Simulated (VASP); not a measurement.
# Dy4Au (P6/mmm) in VASP: further runs

Runs on Dy4Au. Level: PBE. Tasks: single point.

Everything below comes from runs of VASP 6.6.1. Logs are shortened: lines on timing, memory, paths and dates and some standing lists are left out, and cuts for length are marked.

**1. The cell of the first run**

The structure is hexagonal, space group P6/mmm (No. 191). Conventional cell: a = 6.310 Å, b = 6.310 Å, c = 5.290 Å, α = 90.00°, β = 90.00°, γ = 120.00°. Dy (site symmetry mmm) has 2 Au at 3.16 Å and 8 Dy at 3.16 to 4.12 Å within 4.2 Å. Within 3.5 Å of Dy (site symmetry 6/mmm) lie 2 Au at 2.65 Å. Au (site symmetry 6/mmm) has 8 Dy at 2.65 to 3.16 Å within 3.5 Å.

The cell was generated, and may not be a known phase.

**2. Single point, PBE**

Input file INCAR:

```
PREC = Accurate
ENCUT = 500
EDIFF = 1E-6
ISMEAR = 0
SIGMA = 0.1
LREAL = False
LASPH = True
NELM = 200
ALGO = Normal
ISIF = 2
LWAVE = False
LCHARG = False
GGA = PE
NBANDS = 32
GGA_COMPAT = False
LMAXMIX = 6
```

Input file KPOINTS:

```
Automatic mesh
0
Gamma
  6 6 4
```

Input file POSCAR:

```
Dy4Au
1.0
    6.3100782715      0.0000000033      0.0000000000
   -3.1550391386      5.4646880814      0.0000000000
    0.0000000000      0.0000000000      5.2900633379
Dy Au
4 1
Direct
    0.5000000000      0.0000000000      0.0000000000
    0.0000000000      0.5000000000      0.0000000000
    0.5000000000      0.5000000000      0.0000000000
    0.0000000000      0.0000000000      0.5000000000
    0.0000000000      0.0000000000      0.0000000000
```

Potentials or basis: VASP PAW PBE potentials, release 64 (Dy_3, Au), 4f in core.

Launch:

```bash
> cat potpaw_PBE.64/Dy_3/POTCAR potpaw_PBE.64/Au/POTCAR > POTCAR
> mpirun -np 1 vasp_std > vasp.out
```

OUTCAR:

```text
PREC = Accurate
   ENCUT = 500
   EDIFF = 1E-6
   ISMEAR = 0
   LREAL = False
   LASPH = True
   NELM = 200
   ISIF = 2
   GGA = PE

 ion  position               nearest neighbor table
   1  0.500  0.000  0.000-   5 3.16   5 3.16   3 3.16   3 3.16   2 3.16   2 3.16
   2  0.000  0.500  0.000-   3 3.16   3 3.16   5 3.16   5 3.16   1 3.16   1 3.16
   3  0.500  0.500  0.000-   2 3.16   2 3.16   1 3.16   1 3.16   5 3.16   5 3.16
   4  0.000  0.000  0.500-   5 2.65   5 2.65
   5  0.000  0.000  0.000-   4 2.65   4 2.65   1 3.16   1 3.16   2 3.16   2 3.16   3 3.16   3 3.16

  LATTYP: Found a hexagonal cell.
 ALAT       =     6.3100782715
 C/A-ratio  =     0.8383514610

  Lattice vectors:

 A1 = (   6.3100782715,   0.0000000033,   0.0000000000)
 A2 = (  -3.1550391386,   5.4646880814,   0.0000000000)
 A3 = (   0.0000000000,   0.0000000000,   5.2900633379)

Analysis of symmetry for initial positions (statically):
=====================================================================
 Subroutine PRICEL returns:
 Original cell was already a primitive cell.

 Routine SETGRP: Setting up the symmetry group for a
 hexagonal supercell.

 Subroutine GETGRP returns: Found 24 space group operations
 (whereof 24 operations were pure point group operations)
 out of a pool of 24 trial point group operations.

The static configuration has the point symmetry D_6h.

Analysis of symmetry for dynamics (positions and initial velocities):
=====================================================================
 Subroutine PRICEL returns:
 Original cell was already a primitive cell.

 Routine SETGRP: Setting up the symmetry group for a
 hexagonal supercell.

 Subroutine GETGRP returns: Found 24 space group operations
 (whereof 24 operations were pure point group operations)
 out of a pool of 24 trial point group operations.

The dynamic configuration has the point symmetry D_6h.

 Subroutine INISYM returns: Found 24 space group operations
 (whereof 24 operations are pure point group operations),
 and found     1 'primitive' translations

----------------------------------------------------------------------------------------

                                     Primitive cell

  volume of cell :     182.4152

  direct lattice vectors                    reciprocal lattice vectors
     6.310078272  0.000000003  0.000000000     0.158476640  0.091496531  0.000000000
    -3.155039139  5.464688081  0.000000000    -0.000000000  0.182993061  0.000000000
     0.000000000  0.000000000  5.290063338     0.000000000  0.000000000  0.189033653

  length of vectors
     6.310078272  6.310078272  5.290063338     0.182993061  0.182993061  0.189033653

  position of ions in fractional coordinates (direct lattice)
     0.500000000  0.000000000  0.000000000
     0.000000000  0.500000000  0.000000000
     0.500000000  0.500000000  0.000000000
     0.000000000  0.000000000  0.500000000
     0.000000000  0.000000000  0.000000000

  ion indices of the primitive-cell ions
   primitive index   ion index
                 1           1
                 2           2
                 3           3
                 4           4
                 5           5

----------------------------------------------------------------------------------------

 KPOINTS: Automatic mesh

Automatic generation of k-mesh.
 Grid dimensions read from file:
 generate k-points for:    6    6    4

 Generating k-lattice:

  Cartesian coordinates                     Fractional coordinates (reciprocal lattice)
     0.026412773  0.015249422  0.000000000     0.166666667  0.000000000  0.000000000
    -0.000000000  0.030498844  0.000000000     0.000000000  0.166666667  0.000000000
     0.000000000  0.000000000  0.047258413     0.000000000  0.000000000  0.250000000

  Length of vectors
     0.030498844  0.030498844  0.047258413

  Shift w.r.t. Gamma in fractional coordinates (k-lattice)
     0.000000000  0.000000000  0.000000000

 Subroutine IBZKPT returns following result:
 ===========================================

 Found     21 irreducible k-points:

 Following reciprocal coordinates:
            Coordinates               Weight
  0.000000  0.000000  0.000000      1.000000
  0.166667  0.000000  0.000000      6.000000
  0.333333 -0.000000  0.000000      6.000000
  0.500000 -0.000000  0.000000      3.000000
  0.166667  0.166667  0.000000      6.000000
  0.333333  0.166667  0.000000     12.000000
[... 13 lines left out ...]
  0.333333  0.166667  0.500000     12.000000
  0.333333  0.333333  0.500000      2.000000
   k-points           NKPTS =     21   k-points in BZ     NKDIM =     21   number of bands    NBANDS=     32
   number of dos      NEDOS =    301   number of ions     NIONS =      5
   total plane-waves  NPLWV =  92160
   dimension x,y,z NGX =    48 NGY =   48 NGZ =   40
   dimension x,y,z NGXF=    96 NGYF=   96 NGZF=   80
   ions per type =               4   1
   NGX,Y,Z   is equivalent  to a cutoff of  12.65, 12.65, 12.57 a.u.
   NGXF,Y,Z  is equivalent  to a cutoff of  25.29, 25.29, 25.14 a.u.
 SYSTEM =  unknown system
   PREC   = accura    normal or accurate (medium, high low for compatibility)
   ISTART =      0    job   : 0-new  1-cont  2-samecut
   ICHARG =      2    charge: 1-file 2-atom 10-const
   ISPIN  =      1    spin polarized calculation?
   LNONCOLLINEAR =      F non collinear calculations
   LSORBIT =      F    spin-orbit coupling
   LASPH  =      T    aspherical Exc in radial PAW
   ENCUT  =  500.0 eV  36.75 Ry    6.06 a.u.  11.50 11.50  9.65*2*pi/ulx,y,z
   NELM   =    200;   NELMIN=  2; NELMDL= -5     # of ELM steps
   EDIFF  = 0.1E-05   stopping-criterion for ELM
   LREAL  =      F    real-space projection
   EDIFFG = 0.1E-04   stopping-criterion for IOM
   NSW    =      0    number of steps for IOM
   IBRION =     -1    ionic relax: 0-MD 1-quasi-New 2-CG
   NFREE  =      0    steps in history (QN), initial steepest desc. (CG)
   ISIF   =      2    stress and relaxation
   ISYM   =      2    0-nonsym 1-usesym 2-fastsym
   POTIM  = 0.5000    time-step for ionic-motion
   TEBEG  =    0.0;   TEEND  =   0.0 temperature during run
   PSTRESS=    0.0 pullay stress
   NELECT =      47.0000    total number of electrons
   NUPDOWN=      -1.0000    fix difference up-down
   EMIN   =  10.00;   EMAX   =-10.00  energy-range for DOS
   EFERMI =   0.00;   METHOD = LEGACY
   ISMEAR =     0;   SIGMA  =   0.10  broadening in eV -4-tet -1-fermi 0-gaus
   EFERMI_NEDOS =   21; number of points for ismear=-14 and -15
   IALGO  =     38    algorithm
   IMIX   =      4    mixing-type and parameters
     AMIX     =   0.40;   BMIX     =  1.00
     AMIX_MAG =   1.60;   BMIX_MAG =  1.00
  volume/ion in A,a.u.               =      36.48       246.20
  Fermi-wavevector in a.u.,A,eV,Ry     =   1.041727  1.968578 14.764967  1.085194
  Thomas-Fermi vector in A             =   2.176360
   LORBIT       =      0    0 simple, 1 ext, 2 COOP (PROOUT), +10 PAW based schemes
   GGA     = PE    functional components
   LHFCALC =     F    Hartree Fock is set to
   AEXX    =    0.0000 exact exchange contribution
   IVDW    =     0    specifies the selected vdW correction
   LEPSILON=     F    determine dielectric tensor
   LRPA    =     F    only Hartree local field effects (RPA)
 non-spin polarized calculation
 Gauss-broadening in eV      SIGMA  =   0.10
  energy-cutoff  :      500.00
  volume of cell :      182.42
 maximum number of plane-waves:      4663
 NGX is ok and might be reduce to    48
   NGX = 23   NGY = 23   NGZ = 19

 number of electron      47.0000004 magnetization

 Free energy of the ion-electron system (eV)
  ---------------------------------------------------
  ext. energy  EPLUGINS =         0.00000000
  ---------------------------------------------------
  free energy    TOTEN  =       -20.09235700 eV

  energy without entropy =      -20.06547163  energy(sigma->0) =      -20.07891432

 E-fermi :   2.5572     XC(G=0):  -8.9341

 val. band max:        2.5559720355   @ k =   0.3333   0.3333   0.0000
 cond. band min:       2.5738354603   @ k =   0.3333   0.3333   0.5000
 fundamental gap:      0.0178634247
 Fermi energy:         2.5571947821

 k-point     1 :       0.0000    0.0000    0.0000
  band No.  band energies     occupation
      1     -21.8011      2.00000
      2     -21.7453      2.00000
      3     -21.7453      2.00000
      4     -21.7382      2.00000
      5     -21.3565      2.00000
      6     -21.3565      2.00000
[... 24 lines left out ...]
     31       4.9614      0.00000
     32       6.0731      0.00000

 k-point     2 :       0.1667    0.0000    0.0000
  band No.  band energies     occupation
      1     -21.7450      2.00000
      2     -21.7442      2.00000
      3     -21.7399      2.00000
      4     -21.7375      2.00000
      5     -21.3497      2.00000
      6     -21.3141      2.00000
[... 24 lines left out ...]
     31       4.9725      0.00000
     32       5.4330      0.00000

 k-point     3 :       0.3333   -0.0000    0.0000
  band No.  band energies     occupation
      1     -21.7423      2.00000
      2     -21.7409      2.00000
      3     -21.7360      2.00000
      4     -21.6074      2.00000
      5     -21.2968      2.00000
      6     -21.1962      2.00000
[... 24 lines left out ...]
     31       4.3549      0.00000
     32       4.5525      0.00000

 k-point     4 :       0.5000   -0.0000    0.0000
  band No.  band energies     occupation
      1     -21.7415      2.00000
      2     -21.7393      2.00000
      3     -21.7353      2.00000
      4     -21.5437      2.00000
      5     -21.1544      2.00000
      6     -21.1301      2.00000
[... 24 lines left out ...]
     31       4.0151      0.00000
     32       4.2800      0.00000

 k-point     5 :       0.1667    0.1667    0.0000
  band No.  band energies     occupation
      1     -21.7427      2.00000
      2     -21.7416      2.00000
      3     -21.7364      2.00000
      4     -21.6362      2.00000
      5     -21.3388      2.00000
      6     -21.2226      2.00000
[... 479 lines left out ...]
     31       4.5477      0.00000
     32       4.5966      0.00000

 k-point    19 :       0.1667    0.1667    0.5000
  band No.  band energies     occupation
      1     -21.8411      2.00000
      2     -21.7443      2.00000
      3     -21.7428      2.00000
      4     -21.6361      2.00000
      5     -21.3369      2.00000
      6     -21.2262      2.00000
[... 24 lines left out ...]
     31       4.3511      0.00000
     32       4.6196      0.00000

 k-point    20 :       0.3333    0.1667    0.5000
  band No.  band energies     occupation
      1     -21.8434      2.00000
      2     -21.7455      2.00000
      3     -21.7435      2.00000
      4     -21.5032      2.00000
      5     -21.2680      2.00000
      6     -21.1544      2.00000
[... 24 lines left out ...]
     31       4.5448      0.00000
     32       4.8584      0.00000

 k-point    21 :       0.3333    0.3333    0.5000
  band No.  band energies     occupation
      1     -21.8438      2.00000
      2     -21.7448      2.00000
      3     -21.7448      2.00000
      4     -21.3308      2.00000
      5     -21.3308      2.00000
      6     -21.2237      2.00000
[... 24 lines left out ...]
     31       4.4415      0.00000
     32       5.0099      0.00000

------------------------ aborting loop because EDIFF is reached ----------------------------------------

  FORCE on cell =-STRESS in cart. coord.  units (eV):
  Direction    XX          YY          ZZ          XY          YZ          ZX
  --------------------------------------------------------------------------------------
  -------------------------------------------------------------------------------------
  Total        0.6148814      0.6148814      0.2747617      0.0000000     -0.0000000      0.0000000
  in kB        5.4005868      5.4005868      2.4132691      0.0000000     -0.0000000      0.0000000
  external PRESSURE =       4.4048143 kB  Pullay stress =       0.0000000 kB

 VOLUME and BASIS-vectors are now :
 -----------------------------------------------------------------------------
  energy-cutoff  :      500.00
  volume of cell :      182.42
      direct lattice vectors                 reciprocal lattice vectors
     6.310078272  0.000000003  0.000000000     0.158476640  0.091496531  0.000000000
    -3.155039139  5.464688081  0.000000000    -0.000000000  0.182993061  0.000000000
     0.000000000  0.000000000  5.290063338     0.000000000  0.000000000  0.189033653

 POSITION                                       TOTAL-FORCE (eV/Angst)
 -----------------------------------------------------------------------------------
      3.15504      0.00000      0.00000        -0.000000      0.000000      0.000000
     -1.57752      2.73234      0.00000        -0.000000      0.000000      0.000000
      1.57752      2.73234      0.00000         0.000000      0.000000      0.000000
      0.00000      0.00000      2.64503        -0.000000      0.000000      0.000000
      0.00000      0.00000      0.00000        -0.000000      0.000000      0.000000
 -----------------------------------------------------------------------------------
    total drift:                               -0.000000      0.000000      0.000000

  FREE ENERGIE OF THE ION-ELECTRON SYSTEM (eV)
  ---------------------------------------------------
  free  energy   TOTEN  =       -20.0923570039 eV

  energy  without entropy=      -20.0654716341  energy(sigma->0) =      -20.07891432
```

Wall time 2.2 min (1 thread of Intel Xeon Platinum 8488C (Sapphire Rapids), shared host); peak memory 0.33 GiB.

What came out:

* Free energy: -20.0924 eV
* Pressure: 0.4 GPa
* Band gap on the k mesh: zero (an odd number of electrons rules out a gap without spin polarisation)

Stress tensor (GPa, compression positive):
```
0.54 0.00 0.00
0.00 0.54 0.00
0.00 0.00 0.24
```

Caveat: spin-orbit coupling is left out, which moves the levels of the heavy elements; the 4f electrons are frozen in the core, so they carry no moment and show no levels.

**3. Single point, PBE**

This run uses another cell than the first one, of 27.85 Å³/atom.

Input file INCAR:

```
  ALGO = Normal
  EDIFF = 1E-6
  ENCUT = 500
  GGA = PE
  GGA_COMPAT = F
  ISIF = 2
  ISMEAR = 0
  LASPH = T
  LCHARG = F
  LMAXMIX = 6
  LREAL = F
  LWAVE = F
  NBANDS = 32
  NELM = 200
  PREC = Accurate
  SIGMA = 0.1
```

Input file KPOINTS:

```
k-points
0
Gamma
  6 6 4
```

POSCAR: that of step 2 with these lines changed.

```diff
@@ -2,5 +2,5 @@
 1.0
-    6.3100782715      0.0000000033      0.0000000000
-   -3.1550391386      5.4646880814      0.0000000000
-    0.0000000000      0.0000000000      5.2900633379
+    5.5850576500      0.0000000000      0.0000000000
+   -2.7925288300      4.8368018100      0.0000000000
+    0.0000000000      0.0000000000      5.1553813800
 Dy Au
```

Potentials or basis: VASP PAW PBE potentials, release 64 (Dy_3, Au), 4f in core.

Launch:

```bash
> cat potpaw_PBE.64/Dy_3/POTCAR potpaw_PBE.64/Au/POTCAR > POTCAR
> mpirun -np 1 vasp_std > vasp.out
```

Run time: 1.8 min. Hardware: 1 thread of Intel Xeon Platinum 8488C (Sapphire Rapids), shared host; peak memory 0.27 GiB.

It converged, with:

| Item | Value |
| --- | --- |
| Free energy | -17.2751 eV |
| Pressure | 21.7 GPa |
| Band gap on the k mesh | zero (an odd number of electrons rules out a gap without spin polarisation) |

Stress tensor (GPa, compression positive):
```
27.06  0.00  0.00
 0.00 27.06  0.00
 0.00  0.00 10.83
```

Levels at points of the mesh, in eV from the Fermi level:
| k point | band 19 | band 20 | band 21 | band 22 | band 23 | band 24 | band 25 | band 26 | band 27 | band 28 |
| --- | --- | --- | --- | --- | --- | --- | --- | --- | --- | --- |
| (0.00, 0.00, 0.00) | -3.26 | -1.78 | -1.06 | -0.06 | -0.06 | 0.85 | 0.85 | 0.98 | 0.98 | 1.83 |
| (0.50, 0.00, 0.00) | -2.72 | -1.05 | -0.72 | -0.54 | -0.43 | -0.07 | 0.23 | 1.33 | 1.62 | 1.68 |
| (0.00, 0.00, 0.50) | -2.78 | -2.29 | -1.47 | 0.21 | 0.21 | 0.26 | 0.26 | 0.49 | 0.91 | 0.91 |
| (0.50, 0.00, 0.50) | -2.80 | -2.46 | -1.13 | -0.91 | -0.75 | -0.21 | 0.79 | 1.10 | 1.34 | 1.74 |

Caveat: the stress differs along the axes, from 11 to 27 GPa; spin-orbit coupling is left out, which moves the levels of the heavy elements; the 4f electrons are frozen in the core, so they carry no moment and show no levels.

The gap in the log of VASP goes by the Fermi energy; the results here count the filled bands.